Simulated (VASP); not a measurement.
# Ba (Im-3m) in VASP: further runs, part 2 of 2

VASP 6.6.1. The steps go on from the part before.

## (3) Single point, LDA

The input, INCAR:

```
PREC     = Accurate       # precision mode
ENCUT    = 520            # plane-wave cutoff, eV
EDIFF    = 1E-6           # SCF threshold, eV
ISMEAR   = 1              # smearing method
SIGMA    = 0.1            # smearing width, eV
LREAL    = F              # projectors in reciprocal space
LASPH    = T              # aspherical terms in the spheres
NELM     = 100            # most SCF steps
ALGO     = Normal         # electronic algorithm
ISIF     = 2              # what is computed and relaxed
LWAVE    = F              # write WAVECAR
LCHARG   = F              # write CHGCAR
NBANDS   = 11             # bands
```

The input, KPOINTS:

```
regular mesh
0
Gamma
  9 9 9
```

The input, POSCAR:

```
Ba
1.0
   -2.3789385306      2.3789385306      2.3789385306
    2.3789385306     -2.3789385306      2.3789385306
    2.3789385306      2.3789385306     -2.3789385306
Ba
1
Direct
    0.0000000000      0.0000000000      0.0000000000
```

Potentials or basis: VASP PAW LDA potentials, release 64 (Ba_sv).

Launch:

```
> cat potpaw_LDA.64/Ba_sv/POTCAR > POTCAR
> mpirun -np 1 vasp_std > vasp.out
```

OUTCAR:

```text
PREC = Accurate
   ENCUT = 520
   EDIFF = 1E-6
   ISMEAR = 1
   LREAL = F
   LASPH = T
   NELM = 100
   ISIF = 2

 ion  position               nearest neighbor table
   1  0.000  0.000  0.000-

  LATTYP: Found a body centered cubic cell.
 ALAT       =     4.7578770612

  Lattice vectors:

 A1 = (  -2.3789385306,   2.3789385306,   2.3789385306)
 A2 = (   2.3789385306,  -2.3789385306,   2.3789385306)
 A3 = (   2.3789385306,   2.3789385306,  -2.3789385306)

Analysis of symmetry for initial positions (statically):
=====================================================================
 Subroutine PRICEL returns:
 Original cell was already a primitive cell.

 Routine SETGRP: Setting up the symmetry group for a
 body centered cubic supercell.

 Subroutine GETGRP returns: Found 48 space group operations
 (whereof 48 operations were pure point group operations)
 out of a pool of 48 trial point group operations.

The static configuration has the point symmetry O_h .

Analysis of symmetry for dynamics (positions and initial velocities):
=====================================================================
 Subroutine PRICEL returns:
 Original cell was already a primitive cell.

 Routine SETGRP: Setting up the symmetry group for a
 body centered cubic supercell.

 Subroutine GETGRP returns: Found 48 space group operations
 (whereof 48 operations were pure point group operations)
 out of a pool of 48 trial point group operations.

The dynamic configuration has the point symmetry O_h .

 Subroutine INISYM returns: Found 48 space group operations
 (whereof 48 operations are pure point group operations),
 and found     1 'primitive' translations

----------------------------------------------------------------------------------------

                                     Primitive cell

  volume of cell :      53.8530
[... 106 lines left out ...]
     AMIX     =   0.40;   BMIX     =  1.00
     AMIX_MAG =   1.60;   BMIX_MAG =  1.00
  volume/ion in A,a.u.               =      53.85       363.42
  Fermi-wavevector in a.u.,A,eV,Ry     =   0.933982  1.764969 11.868654  0.872321
  Thomas-Fermi vector in A             =   2.060739
   LORBIT       =      0    0 simple, 1 ext, 2 COOP (PROOUT), +10 PAW based schemes
   GGA     = CA    functional components
   LHFCALC =     F    Hartree Fock is set to
   AEXX    =    0.0000 exact exchange contribution
   IVDW    =     0    specifies the selected vdW correction
   LEPSILON=     F    determine dielectric tensor
   LRPA    =     F    only Hartree local field effects (RPA)
 non-spin polarized calculation
 Methfessel and Paxton  Order N= 1 SIGMA  =   0.10
  energy-cutoff  :      520.00
  volume of cell :       53.85
 maximum number of plane-waves:      1481
   NGX = 15   NGY = 15   NGZ = 15

 number of electron      10.0000000 magnetization

 number of electron       9.9999999 magnetization

 Free energy of the ion-electron system (eV)
  ---------------------------------------------------
  ext. energy  EPLUGINS =         0.00000000
  ---------------------------------------------------
  free energy    TOTEN  =        -2.24710376 eV

  energy without entropy =       -2.24578246  energy(sigma->0) =       -2.24666332

 E-fermi :   1.9980     XC(G=0):  -8.1432

 val. band max:        1.9753695031   @ k =  -0.3333   0.4444   0.2222
 cond. band min:       2.0154351554   @ k =   0.3333   0.3333   0.0000
 fundamental gap:      0.0400656523
 Fermi energy:         1.9980018125

 k-point     1 :       0.0000    0.0000    0.0000
  band No.  band energies     occupation
      1     -26.6058      2.00000
      2     -11.4449      2.00000
      3     -11.4449      2.00000
      4     -11.4449      2.00000
      5      -0.8300      2.00000
      6       3.9030     -0.00000
      7       3.9030     -0.00000
      8       3.9030     -0.00000
      9       5.5922      0.00000
     10       5.5922      0.00000
     11       9.4098      0.00000
[... 309 lines left out ...]
 k-point    24 :      -0.4444   -0.4444    0.1111
  band No.  band energies     occupation
      1     -26.5041      2.00000
      2     -12.1295      2.00000
      3     -11.8045      2.00000
      4     -11.5673      2.00000
      5       1.5702      2.00000
      6       2.8562     -0.00000
      7       2.9428     -0.00000
      8       4.7094      0.00000
      9       6.6090      0.00000
     10       8.3513      0.00000
     11       8.8307      0.00000

 [... further k-points ...]
[... 5 lines left out ...]
  --------------------------------------------------------------------------------------
  -------------------------------------------------------------------------------------
  Total        0.0152360      0.0152360      0.0152360      0.0000000      0.0000000     -0.0000000
  in kB        0.4532861      0.4532861      0.4532861      0.0000000      0.0000000     -0.0000000
  external PRESSURE =       0.4532861 kB  Pullay stress =       0.0000000 kB

 VOLUME and BASIS-vectors are now :
 -----------------------------------------------------------------------------
  energy-cutoff  :      520.00
  volume of cell :       53.85
      direct lattice vectors                 reciprocal lattice vectors
    -2.378938531  2.378938531  2.378938531     0.000000000  0.210177772  0.210177772
     2.378938531 -2.378938531  2.378938531     0.210177772  0.000000000  0.210177772
     2.378938531  2.378938531 -2.378938531     0.210177772  0.210177772  0.000000000

 POSITION                                       TOTAL-FORCE (eV/Angst)
 -----------------------------------------------------------------------------------
      0.00000      0.00000      0.00000         0.000000     -0.000000     -0.000000
 -----------------------------------------------------------------------------------
    total drift:                                0.000000      0.000000     -0.000000

  FREE ENERGIE OF THE ION-ELECTRON SYSTEM (eV)
  ---------------------------------------------------
  free  energy   TOTEN  =        -2.2471037567 eV

  energy  without entropy=       -2.2457824554  energy(sigma->0) =       -2.24666332
```

OSZICAR:

```text
N       E                     dE             d eps       ncg     rms          rms(c)
DAV:   1     0.496389425332E+02    0.49639E+02   -0.44571E+03   770   0.767E+02
DAV:   2    -0.403976825497E-01   -0.49679E+02   -0.48435E+02   917   0.140E+02
DAV:   3    -0.218844528089E+01   -0.21480E+01   -0.21318E+01   988   0.287E+01
DAV:   4    -0.225658580598E+01   -0.68141E-01   -0.68076E-01   977   0.460E+00
DAV:   5    -0.225861747479E+01   -0.20317E-02   -0.20316E-02  1039   0.609E-01    0.206E+00
DAV:   6    -0.225112467498E+01    0.74928E-02   -0.61246E-03  1078   0.642E-01    0.119E+00
DAV:   7    -0.224705113079E+01    0.40735E-02   -0.87528E-03  1125   0.778E-01    0.628E-02
DAV:   8    -0.224710188136E+01   -0.50751E-04   -0.13417E-04   947   0.677E-02    0.128E-02
DAV:   9    -0.224710404214E+01   -0.21608E-05   -0.57949E-06  1016   0.153E-02    0.228E-03
DAV:  10    -0.224710375670E+01    0.28545E-06   -0.32681E-07   581   0.334E-03
   1 F= -.22471038E+01 E0= -.22466633E+01  d E =-.132130E-02
```

stdout:

```text
POSCAR found type information on POSCAR Ba
 POSCAR found :  1 types and       1 ions
 scaLAPACK will be used
 LDA part: xc-table for (Slater(with rela. corr.)+CA(PZ))
 , standard interpolation
 POSCAR, INCAR and KPOINTS ok, starting setup
 FFT: planning ... GRIDC
 FFT: planning ... GRID_SOFT
 FFT: planning ... GRID
 WAVECAR not read
 entering main loop
```

It took 28 s on 1 thread of AMD EPYC 7R13, shared host; peak memory 0.13 GiB.

What came out:

```
Free energy            : -2.2471 eV
Pressure               : 0.0 GPa
Band gap on the k mesh : zero (band 5 reaches 2.57 eV, above the bottom of band 6 at 1.31 eV)
```

Levels at points of the mesh, in eV from the Fermi level:
| k point | band 2 | band 3 | band 4 | band 5 | band 6 | band 7 | band 8 | band 9 |
| --- | --- | --- | --- | --- | --- | --- | --- | --- |
| (0.00, 0.00, 0.00) | -13.44 | -13.44 | -13.44 | -2.83 | 1.90 | 1.90 | 1.90 | 3.59 |

Caveat: spin-orbit coupling is left out, which moves the levels of the heavy elements.
